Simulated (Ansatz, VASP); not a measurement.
## Two plane-wave programs on BAs

```xyz
2
Lattice="0.0000 2.3646 2.4045 2.3646 0.0000 2.4045 2.3646 2.3646 0.0000" Properties=species:S:1:pos:R:3 pbc="T T T"
B     0.0000    0.0000    0.0000
As    1.1823    1.1823    1.2023
```

Change from the starting cell: epitaxial_xy strain -1.1%.

Alike in both runs: task single point; functional r2SCAN; k mesh 10 × 10 × 10; no spin polarisation.

|  | VASP | Ansatz |
| --- | --- | --- |
| version | VASP 6.6.1 | Ansatz 0.2.0 |
| potentials or method | VASP PAW PBE potentials, release 64 (B, As) | plane waves, PAW |
| plane-wave cutoff (eV) | 520 | 500 |
| occupations | gaussian, width 0.01 eV | fixed |
| valence electrons in the cell | 8 | 18 |

Ansatz gave:

| Item | Value |
| --- | --- |
| gap on the k mesh at the Fermi level (eV) | 1.22 |
| pressure (GPa) | 2.6 |
| traceless stress, the component that is largest in VASP (GPa) | -2.59 |

Estimate VASP's values.

gap on the k mesh at the Fermi level (eV): 1.22; pressure (GPa): 2.9; traceless stress, the component that is largest in VASP (GPa): -2.59.

VASP's potentials were made for PBE, not for r2SCAN. VASP's potentials hold 8 valence electrons a cell and Ansatz's 18, so a difference there can come from the potentials and not from the codes.
